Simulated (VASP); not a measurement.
# Ca3H (I4/mmm) in VASP: further runs, part 2 of 2

VASP 6.6.1. Earlier steps stand in the parts before.

**3. Single point, PBE**

This run uses another cell than the first one, of 34.04 Å³/atom, 1.495 times its volume.

Contents of INCAR:

```
SYSTEM = Ca3H
PREC = Accurate ; ENCUT = 520
EDIFF = 1E-7 ; ISMEAR = 0
SIGMA = 0.1 ; LREAL = .FALSE.
LASPH = .TRUE. ; NELM = 80
ALGO = Normal ; ISIF = 2
LWAVE = .FALSE. ; LCHARG = .FALSE.
GGA = PE ; NBANDS = 24
```

Contents of KPOINTS:

```
regular mesh
0
G
  6 6 6
  0 0 0
```

Contents of POSCAR:

```
Ca3H
1.0
   -2.3892132122      2.3892132122      5.9638223690
    2.3892132122     -2.3892132122      5.9638223690
    2.3892132122      2.3892132122     -5.9638223690
Ca H
3 1
Direct
    0.5000000000      0.5000000000      0.0000000000
    0.2500000000      0.7500000000      0.5000000000
    0.7500000000      0.2500000000      0.5000000000
    0.0000000000      0.0000000000      0.0000000000
```

Potentials or basis: VASP PAW PBE potentials, release 64 (Ca_sv, H).

On the command line:

```sh
cat potpaw_PBE.64/Ca_sv/POTCAR potpaw_PBE.64/H/POTCAR > POTCAR
mpirun -np 1 vasp_std > vasp.out
```

OUTCAR:

```text
SYSTEM = Ca3H
   PREC = Accurate
   ENCUT = 520
   EDIFF = 1E-7
   ISMEAR = 0
   LREAL = .FALSE.
   LASPH = .TRUE.
   NELM = 80
   ISIF = 2
   GGA = PE

 ion  position               nearest neighbor table
   1  0.500  0.500  0.000-
   2  0.250  0.750  0.500-
   3  0.750  0.250  0.500-
   4  0.000  0.000  0.000-

  LATTYP: Found a body centered tetragonal cell.
 ALAT       =     4.7784264244
 C/A-ratio  =     2.4961448976

  Lattice vectors:

 A1 = (  -2.3892132122,   2.3892132122,   5.9638223690)
 A2 = (   2.3892132122,  -2.3892132122,   5.9638223690)
 A3 = (   2.3892132122,   2.3892132122,  -5.9638223690)

Analysis of symmetry for initial positions (statically):
=====================================================================
 Subroutine PRICEL returns:
 Original cell was already a primitive cell.

 Routine SETGRP: Setting up the symmetry group for a
 body centered tetragonal supercell.

 Subroutine GETGRP returns: Found 16 space group operations
 (whereof 16 operations were pure point group operations)
 out of a pool of 16 trial point group operations.

The static configuration has the point symmetry D_4h.

Analysis of symmetry for dynamics (positions and initial velocities):
=====================================================================
 Subroutine PRICEL returns:
 Original cell was already a primitive cell.

 Routine SETGRP: Setting up the symmetry group for a
 body centered tetragonal supercell.

 Subroutine GETGRP returns: Found 16 space group operations
 (whereof 16 operations were pure point group operations)
 out of a pool of 16 trial point group operations.

The dynamic configuration has the point symmetry D_4h.

 Subroutine INISYM returns: Found 16 space group operations
 (whereof 16 operations are pure point group operations),
 and found     1 'primitive' translations

----------------------------------------------------------------------------------------

                                     Primitive cell

  volume of cell :     136.1741

  direct lattice vectors                    reciprocal lattice vectors
    -2.389213212  2.389213212  5.963822369     0.000000000  0.209273914  0.083838848
     2.389213212 -2.389213212  5.963822369     0.209273914  0.000000000  0.083838848
     2.389213212  2.389213212 -5.963822369     0.209273914  0.209273914  0.000000000

  length of vectors
     6.854477135  6.854477135  6.854477135     0.225442950  0.225442950  0.295958007

  position of ions in fractional coordinates (direct lattice)
     0.500000000  0.500000000  0.000000000
     0.250000000  0.750000000  0.500000000
     0.750000000  0.250000000  0.500000000
     0.000000000  0.000000000  0.000000000

  ion indices of the primitive-cell ions
   primitive index   ion index
                 1           1
                 2           2
                 3           3
                 4           4

----------------------------------------------------------------------------------------

 KPOINTS: regular mesh

Automatic generation of k-mesh.
 Grid dimensions read from file:
 generate k-points for:    6    6    6

 Generating k-lattice:

  Cartesian coordinates                     Fractional coordinates (reciprocal lattice)
     0.000000000  0.034878986  0.013973141     0.166666667  0.000000000  0.000000000
     0.034878986  0.000000000  0.013973141     0.000000000  0.166666667  0.000000000
     0.034878986  0.034878986  0.000000000     0.000000000  0.000000000  0.166666667

  Length of vectors
     0.037573825  0.037573825  0.049326335

  Shift w.r.t. Gamma in fractional coordinates (k-lattice)
     0.000000000  0.000000000  0.000000000

 Subroutine IBZKPT returns following result:
 ===========================================

 Found     30 irreducible k-points:

 Following reciprocal coordinates:
            Coordinates               Weight
  0.000000  0.000000  0.000000      1.000000
  0.166667 -0.000000  0.000000      8.000000
  0.333333 -0.000000  0.000000      8.000000
  0.500000  0.000000  0.000000      4.000000
  0.166667  0.166667  0.000000      8.000000
  0.333333  0.166667  0.000000     16.000000
[... 16 lines left out ...]
 -0.333333 -0.333333  0.166667      8.000000
 -0.166667 -0.333333  0.166667      8.000000
 [... further k-points ...]
   k-points           NKPTS =     30   k-points in BZ     NKDIM =     30   number of bands    NBANDS=     24
   number of dos      NEDOS =    301   number of ions     NIONS =      4
   total plane-waves  NPLWV = 157464
   dimension x,y,z NGX =    54 NGY =   54 NGZ =   54
   dimension x,y,z NGXF=   108 NGYF=  108 NGZF=  108
   ions per type =               3   1
   NGX,Y,Z   is equivalent  to a cutoff of  13.10, 13.10, 13.10 a.u.
   NGXF,Y,Z  is equivalent  to a cutoff of  26.19, 26.19, 26.19 a.u.
 SYSTEM =  Ca3H
   PREC   = accura    normal or accurate (medium, high low for compatibility)
   ISTART =      0    job   : 0-new  1-cont  2-samecut
   ICHARG =      2    charge: 1-file 2-atom 10-const
   ISPIN  =      1    spin polarized calculation?
   LNONCOLLINEAR =      F non collinear calculations
   LSORBIT =      F    spin-orbit coupling
   LASPH  =      T    aspherical Exc in radial PAW
   ENCUT  =  520.0 eV  38.22 Ry    6.18 a.u.  12.74 12.74 12.74*2*pi/ulx,y,z
   NELM   =     80;   NELMIN=  2; NELMDL= -5     # of ELM steps
   EDIFF  = 0.1E-06   stopping-criterion for ELM
   LREAL  =      F    real-space projection
   EDIFFG = 0.1E-05   stopping-criterion for IOM
   NSW    =      0    number of steps for IOM
   IBRION =     -1    ionic relax: 0-MD 1-quasi-New 2-CG
   NFREE  =      0    steps in history (QN), initial steepest desc. (CG)
   ISIF   =      2    stress and relaxation
   ISYM   =      2    0-nonsym 1-usesym 2-fastsym
   POTIM  = 0.5000    time-step for ionic-motion
   TEBEG  =    0.0;   TEEND  =   0.0 temperature during run
   PSTRESS=    0.0 pullay stress
   NELECT =      31.0000    total number of electrons
   NUPDOWN=      -1.0000    fix difference up-down
   EMIN   =  10.00;   EMAX   =-10.00  energy-range for DOS
   EFERMI =   0.00;   METHOD = LEGACY
   ISMEAR =     0;   SIGMA  =   0.10  broadening in eV -4-tet -1-fermi 0-gaus
   EFERMI_NEDOS =   21; number of points for ismear=-14 and -15
   IALGO  =     38    algorithm
   IMIX   =      4    mixing-type and parameters
     AMIX     =   0.40;   BMIX     =  1.00
     AMIX_MAG =   1.60;   BMIX_MAG =  1.00
  volume/ion in A,a.u.               =      34.04       229.74
  Fermi-wavevector in a.u.,A,eV,Ry     =   0.999610  1.888989 13.595214  0.999220
  Thomas-Fermi vector in A             =   2.131912
   LORBIT       =      0    0 simple, 1 ext, 2 COOP (PROOUT), +10 PAW based schemes
   GGA     = PE    functional components
   LHFCALC =     F    Hartree Fock is set to
   AEXX    =    0.0000 exact exchange contribution
   IVDW    =     0    specifies the selected vdW correction
   LEPSILON=     F    determine dielectric tensor
   LRPA    =     F    only Hartree local field effects (RPA)
 non-spin polarized calculation
 Gauss-broadening in eV      SIGMA  =   0.10
  energy-cutoff  :      520.00
  volume of cell :      136.17
 maximum number of plane-waves:      3720
 NGX is ok and might be reduce to    54
   NGX = 25   NGY = 25   NGZ = 25

 number of electron      31.0000003 magnetization

 Free energy of the ion-electron system (eV)
  ---------------------------------------------------
  ext. energy  EPLUGINS =         0.00000000
  ---------------------------------------------------
  free energy    TOTEN  =        -7.38785147 eV

  energy without entropy =       -7.37591192  energy(sigma->0) =       -7.38188169

 E-fermi :   1.8624     XC(G=0):  -7.5915

 val. band max:        1.8168779941   @ k =  -0.3333   0.3333   0.0000
 cond. band min:       1.8721809302   @ k =  -0.1667   0.3333   0.1667
 fundamental gap:      0.0553029361
 Fermi energy:         1.8623769346

 k-point     1 :       0.0000    0.0000    0.0000
  band No.  band energies     occupation
      1     -40.6611      2.00000
      2     -40.2977      2.00000
      3     -40.2407      2.00000
      4     -21.6773      2.00000
      5     -21.6773      2.00000
      6     -21.5803      2.00000
[... 637 lines left out ...]
     23       4.0101      0.00000
     24       4.4454      0.00000

 [... further k-points ...]

------------------------ aborting loop because EDIFF is reached ----------------------------------------

  FORCE on cell =-STRESS in cart. coord.  units (eV):
  Direction    XX          YY          ZZ          XY          YZ          ZX
  --------------------------------------------------------------------------------------
  -------------------------------------------------------------------------------------
  Total        0.1003737      0.1003737      0.1437843      0.0000000     -0.0000000     -0.0000000
  in kB        1.1809617      1.1809617      1.6917162      0.0000000     -0.0000000     -0.0000000
  external PRESSURE =       1.3512132 kB  Pullay stress =       0.0000000 kB

 VOLUME and BASIS-vectors are now :
 -----------------------------------------------------------------------------
  energy-cutoff  :      520.00
  volume of cell :      136.17
      direct lattice vectors                 reciprocal lattice vectors
    -2.389213212  2.389213212  5.963822369     0.000000000  0.209273914  0.083838848
     2.389213212 -2.389213212  5.963822369     0.209273914  0.000000000  0.083838848
     2.389213212  2.389213212 -5.963822369     0.209273914  0.209273914  0.000000000

 POSITION                                       TOTAL-FORCE (eV/Angst)
 -----------------------------------------------------------------------------------
      0.00000      0.00000      5.96382         0.000000      0.000000      0.000000
      2.38921     -0.00000      2.98191        -0.000000      0.000000      0.000000
     -0.00000      2.38921      2.98191        -0.000000     -0.000000     -0.000000
      0.00000      0.00000      0.00000         0.000000      0.000000      0.000000
 -----------------------------------------------------------------------------------
    total drift:                                0.000000      0.000000      0.000000

  FREE ENERGIE OF THE ION-ELECTRON SYSTEM (eV)
  ---------------------------------------------------
  free  energy   TOTEN  =        -7.3878514651 eV

  energy  without entropy=       -7.3759119211  energy(sigma->0) =       -7.38188169
```

Wall time 3.1 min (1 thread of Intel Xeon Platinum 8375C at 2.90GHz (Ice Lake), shared host); peak memory 0.39 GiB.

Results:

* Free energy: -7.3879 eV
* Pressure: 0.1 GPa
